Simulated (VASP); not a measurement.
# FeO in VASP: notebook, part 2 of 2

VASP 6.6.1.

## (4) Single point, PBE, collinear spin, ferromagnetic start (atoms moved at random)

File INCAR:

```
SYSTEM = FeO
PREC = Accurate
ENCUT = 520
EDIFF = 1E-6
ISMEAR = -1
SIGMA = 0.05
LREAL = .False.
LASPH = .True.
NELM = 150
ALGO = Normal
ISIF = 2
LWAVE = .False.
LCHARG = .False.
ISPIN = 2
MAGMOM = 3 0
LORBIT = 11
LMAXMIX = 4
GGA = PE
NBANDS = 18
```

File KPOINTS:

```
Automatic mesh
0
Gamma
  11 11 11
  0 0 0
```

File POSCAR:

```
FeO
1.0
    0.0000000000      2.1554000000      2.1554000000
    2.1554000000      0.0000000000      2.1554000000
    2.1554000000      2.1554000000      0.0000000000
Fe O
1 1
Direct
    0.0105020000     -0.0002270000      0.0210580000
    0.5140650000      0.5129880000      0.4906050000
```

Potentials or basis: VASP PAW PBE potentials, release 64 (Fe, O).

Command:

```
$ cat potpaw_PBE.64/Fe/POTCAR potpaw_PBE.64/O/POTCAR > POTCAR
$ mpirun -np 1 vasp_std > vasp.out
```

OUTCAR:

```text
SYSTEM = FeO
   PREC = Accurate
   ENCUT = 520
   EDIFF = 1E-6
   ISMEAR = -1
   LREAL = .False.
   LASPH = .True.
   NELM = 150
   ISIF = 2
   ISPIN = 2
   LORBIT = 11
   GGA = PE

 ion  position               nearest neighbor table
   1  0.011  1.000  0.021-   2 2.10   2 2.12   2 2.12   2 2.19   2 2.19   2 2.21
   2  0.514  0.513  0.491-   1 2.10   1 2.12   1 2.12   1 2.19   1 2.19   1 2.21

  LATTYP: Found a face centered cubic cell.
 ALAT       =     4.3108000000

  Lattice vectors:

 A1 = (   0.0000000000,   2.1554000000,   2.1554000000)
 A2 = (   2.1554000000,   0.0000000000,   2.1554000000)
 A3 = (   2.1554000000,   2.1554000000,   0.0000000000)
[... 1220 lines left out ...]

 VOLUME and BASIS-vectors are now :
 -----------------------------------------------------------------------------
  energy-cutoff  :      520.00
  volume of cell :       20.03
      direct lattice vectors                 reciprocal lattice vectors
     0.000000000  2.155400000  2.155400000    -0.231975503  0.231975503  0.231975503
     2.155400000  0.000000000  2.155400000     0.231975503 -0.231975503  0.231975503
     2.155400000  2.155400000  0.000000000     0.231975503  0.231975503 -0.231975503

 POSITION                                       TOTAL-FORCE (eV/Angst)
 -----------------------------------------------------------------------------------
      2.20030      0.06802      2.17755        -0.111746     -0.178114      0.108757
      2.16314      2.16547      2.21371         0.111746      0.178114     -0.108757
 -----------------------------------------------------------------------------------
    total drift:                               -0.000118     -0.000125     -0.000101

  FREE ENERGIE OF THE ION-ELECTRON SYSTEM (eV)
  ---------------------------------------------------
  free  energy   TOTEN  =       -14.9267444466 eV

  energy  without entropy=      -14.9147977697  energy(sigma->0) =      -14.92077111

 total charge

# of ion       s       p       d       tot
------------------------------------------
    1        0.289   0.361   6.089   6.739
    2        1.556   3.439   0.000   4.995
--------------------------------------------------
tot          1.845   3.800   6.089  11.734

 magnetization (x)

# of ion       s       p       d       tot
------------------------------------------
    1        0.027   0.022   3.567   3.616
    2        0.030   0.273   0.000   0.302
--------------------------------------------------
tot          0.057   0.295   3.567   3.918
```

OSZICAR:

```text
N       E                     dE             d eps       ncg     rms          rms(c)
DAV:   1     0.693004715967E+02    0.69300E+02   -0.66550E+03 51522   0.901E+02
DAV:   2    -0.127724685644E+02   -0.82073E+02   -0.69916E+02 49212   0.205E+02
DAV:   3    -0.173218888335E+02   -0.45494E+01   -0.44125E+01 56002   0.519E+01
DAV:   4    -0.173549243535E+02   -0.33036E-01   -0.33018E-01 58922   0.423E+00
DAV:   5    -0.173551489096E+02   -0.22456E-03   -0.22454E-03 57624   0.361E-01    0.176E+01
DAV:   6    -0.155797445449E+02    0.17754E+01   -0.15044E+01 64362   0.557E+01    0.200E+01
DAV:   7    -0.149616670975E+02    0.61808E+00   -0.30095E+00 61806   0.332E+01    0.945E+00
DAV:   8    -0.149454865486E+02    0.16181E-01   -0.16323E-01 60154   0.409E+00    0.532E+00
DAV:   9    -0.149294119484E+02    0.16075E-01   -0.67705E-02 76312   0.403E+00    0.107E+00
DAV:  10    -0.149264312590E+02    0.29807E-02   -0.18435E-02 65914   0.276E+00    0.163E-01
DAV:  11    -0.149267171479E+02   -0.28589E-03   -0.24008E-03 61544   0.432E-01    0.630E-02
DAV:  12    -0.149267268306E+02   -0.96827E-05   -0.35529E-05 61022   0.550E-02    0.425E-02
DAV:  13    -0.149267424098E+02   -0.15579E-04   -0.23215E-05 65382   0.544E-02    0.149E-02
DAV:  14    -0.149267445609E+02   -0.21511E-05   -0.30266E-06 53680   0.146E-02    0.630E-03
DAV:  15    -0.149267444466E+02    0.11428E-06   -0.30470E-07 28732   0.527E-03
   1 F= -.14926744E+02 E0= -.14920771E+02  d E =-.119467E-01  mag=     4.0002
```

stdout:

```text
POSCAR found type information on POSCAR FeO
 POSCAR found :  2 types and       2 ions
 scaLAPACK will be used
 LDA part: xc-table for (Slater+PW92), standard interpolation
 POSCAR, INCAR and KPOINTS ok, starting setup
 FFT: planning ... GRIDC
 FFT: planning ... GRID_SOFT
 FFT: planning ... GRID
 WAVECAR not read
 entering main loop
```

It took 6.3 min on 1 thread of Intel Xeon 8259CL, shared host; peak memory 0.45 GiB.

What came out:

| Property | Result |
| --- | --- |
| Free energy | -14.9267 eV |
| Pressure | 0.4 GPa |
| Largest force | 0.237 eV/Å |
| Band gap on the k mesh | zero (filled and empty bands overlap) |
| Net moment | 4.00 μB per cell |
| Site moments | Fe +3.62; O +0.30 μB |
| Valence electrons inside the program's atomic spheres | Fe 6.74; O 5.00 |

Forces in eV/Å, atoms in the order of the input:
```
Fe  -0.112 -0.178  0.109
O    0.112  0.178 -0.109
```

Caveat: the cell differs from its parent crystal (atoms moved at random); a cell with one magnetic atom can't hold antiferromagnetic order, which such compounds often take; semilocal functionals often make such compounds metallic where correlation or magnetic order opens a gap, which also shifts bond lengths.

## (5) Single point, revPBE, collinear spin, ferromagnetic start

This run uses another cell than the first one, of 10.01 Å³/atom.

File INCAR:

```
ALGO = Normal
EDIFF = 1E-6
ENCUT = 700
GGA = RE
GGA_COMPAT = F
ISIF = 2
ISMEAR = -1
ISPIN = 2
LASPH = T
LCHARG = F
LMAXMIX = 4
LORBIT = 11
LREAL = F
LWAVE = F
MAGMOM = 3 0
NBANDS = 22
NELM = 200
PREC = Accurate
SIGMA = 0.05
```

File KPOINTS:

```
k-points
0
Gamma
  11 11 11
```

File POSCAR:

```
FeO
1.0
    0.0000000000      2.1554000000      2.1554000000
    2.1554000000      0.0000000000      2.1554000000
    2.1554000000      2.1554000000      0.0000000000
Fe O
1 1
Direct
    0.0000000000      0.0000000000      0.0000000000
    0.5000000000      0.5000000000      0.5000000000
```

Potentials or basis: VASP PAW PBE potentials, release 64 (Fe_sv, O).

Command:

```
$ cat potpaw_PBE.64/Fe_sv/POTCAR potpaw_PBE.64/O/POTCAR > POTCAR
$ mpirun -np 1 vasp_std > vasp.out
```

OUTCAR:

```text
EDIFF = 1E-6
   ENCUT = 700
   GGA = RE
   ISIF = 2
   ISMEAR = -1
   ISPIN = 2
   LASPH = T
   LORBIT = 11
   LREAL = F
   NELM = 200
   PREC = Accurate

 ion  position               nearest neighbor table
   1  0.000  0.000  0.000-   2 2.16   2 2.16   2 2.16   2 2.16   2 2.16   2 2.16
   2  0.500  0.500  0.500-   1 2.16   1 2.16   1 2.16   1 2.16   1 2.16   1 2.16

  LATTYP: Found a face centered cubic cell.
 ALAT       =     4.3108000000

  Lattice vectors:

 A1 = (   0.0000000000,   2.1554000000,   2.1554000000)
 A2 = (   2.1554000000,   0.0000000000,   2.1554000000)
 A3 = (   2.1554000000,   2.1554000000,   0.0000000000)

Analysis of symmetry for initial positions (statically):
=====================================================================
 Subroutine PRICEL returns:
 Original cell was already a primitive cell.

 Routine SETGRP: Setting up the symmetry group for a
 face centered cubic supercell.

 Subroutine GETGRP returns: Found 48 space group operations
 (whereof 48 operations were pure point group operations)
[... 797 lines left out ...]
      6       6.5972      1.00000
[... 589 lines left out ...]
     21      37.0261      0.00000
     22      38.7486      0.00000

 [... further k-points ...]

------------------------ aborting loop because EDIFF is reached ----------------------------------------

  FORCE on cell =-STRESS in cart. coord.  units (eV):
  Direction    XX          YY          ZZ          XY          YZ          ZX
  --------------------------------------------------------------------------------------
  -------------------------------------------------------------------------------------
  Total        0.3384827      0.3384827      0.3384827      0.0000000      0.0000000     -0.0000000
  in kB       27.0790521     27.0790521     27.0790521      0.0000000      0.0000000     -0.0000000
  external PRESSURE =      27.0790521 kB  Pullay stress =       0.0000000 kB

 VOLUME and BASIS-vectors are now :
 -----------------------------------------------------------------------------
  energy-cutoff  :      700.00
  volume of cell :       20.03
      direct lattice vectors                 reciprocal lattice vectors
     0.000000000  2.155400000  2.155400000    -0.231975503  0.231975503  0.231975503
     2.155400000  0.000000000  2.155400000     0.231975503 -0.231975503  0.231975503
     2.155400000  2.155400000  0.000000000     0.231975503  0.231975503 -0.231975503

 POSITION                                       TOTAL-FORCE (eV/Angst)
 -----------------------------------------------------------------------------------
      0.00000      0.00000      0.00000         0.000000     -0.000000      0.000000
      2.15540      2.15540      2.15540        -0.000000      0.000000     -0.000000
 -----------------------------------------------------------------------------------
    total drift:                                0.000000      0.000000      0.000000

  FREE ENERGIE OF THE ION-ELECTRON SYSTEM (eV)
  ---------------------------------------------------
  free  energy   TOTEN  =       -14.3496983443 eV

  energy  without entropy=      -14.3380567544  energy(sigma->0) =      -14.34387755

 total charge

# of ion       s       p       d       tot
------------------------------------------
    1        2.101   6.001   5.517  13.620
    2        1.556   3.449   0.000   5.005
--------------------------------------------------
tot          3.657   9.451   5.517  18.625

 magnetization (x)

# of ion       s       p       d       tot
------------------------------------------
    1        0.015   0.010   3.461   3.486
    2        0.030   0.264   0.000   0.294
--------------------------------------------------
tot          0.045   0.273   3.461   3.780
```

It took 2.1 min on 1 thread of Intel Xeon Platinum 8259CL at 2.50GHz (Skylake/Cascade Lake), shared host; peak memory 0.2 GiB.

Results:

| Quantity | Value |
| --- | --- |
| Free energy | -14.3497 eV |
| Pressure | 2.7 GPa |
| Band gap on the k mesh | zero (filled and empty bands overlap) |
| Net moment | 4.00 μB per cell |
| Site moments | Fe +3.49; O +0.29 μB |
| Valence electrons inside the program's atomic spheres | Fe 13.62; O 5.00 |

Levels at points of the mesh, in eV from the Fermi level:
Spin up:
| k point | band 11 | band 12 | band 13 | band 14 | band 15 | band 16 |
| --- | --- | --- | --- | --- | --- | --- |
| (0.00, 0.00, 0.00) | -3.91 | -3.74 | -3.74 | 0.00 | 15.26 | 16.94 |
Spin down:
```tsv
k point	band 6	band 7	band 8	band 9	band 10	band 11	band 12	band 13
(0.00, 0.00, 0.00)	-3.36	-3.36	-3.36	-0.73	-0.73	-0.73	0.25	0.25
```

Caveat: the PAW data sets were made with another functional, which shifts forces and pressure a little; a cell with one magnetic atom can't hold antiferromagnetic order, which such compounds often take; semilocal functionals often make such compounds metallic where correlation or magnetic order opens a gap, which also shifts bond lengths.

## (6) Overview

| level | potentials or basis | cell | k mesh | cutoff (eV) | smearing | gap on the mesh (eV) | pressure (GPa) | moment (μB) |
| --- | --- | --- | --- | --- | --- | --- | --- | --- |
| PBE+D4 | VASP PAW PBE potentials, release 64 (Fe_sv, O) | a = 2.986 Å, angles 60.0°, 2 atoms, atomic positions A | 11 × 11 × 11 | 700 | fermi-dirac 0.05 eV | none | 8.2 | 4.00 |
| PBE | VASP PAW PBE potentials, release 64 (Fe_sv, O) | a = 3.048 Å, angles 60.0°, 2 atoms, atomic positions A | 9 × 9 × 9 | 700 | gaussian 0.05 eV | none | -1.4 | 4.00 |
| PBE | VASP PAW PBE potentials, release 64 (Fe, O) | a = 3.048 Å, angles 60.0°, 2 atoms, atomic positions B | 11 × 11 × 11 | 520 | fermi-dirac 0.05 eV | none | 0.4 | 4.00 |
| revPBE | VASP PAW PBE potentials, release 64 (Fe_sv, O) | a = 3.048 Å, angles 60.0°, 2 atoms, atomic positions A | 11 × 11 × 11 | 700 | fermi-dirac 0.05 eV | none | 2.7 | 4.00 |

Alike in all rows: task single point; spin collinear, ferromagnetic start.

Caveats: a cell with one magnetic atom can't hold antiferromagnetic order, which such compounds often take; semilocal functionals often make such compounds metallic where correlation or magnetic order opens a gap, which also shifts bond lengths; the cell stands under pressure (at least some runs); the PAW data sets were made with another functional, which shifts forces and pressure a little (at least some runs).

Total energies depend on the potentials used, so only differences within one code and one set of settings carry meaning.
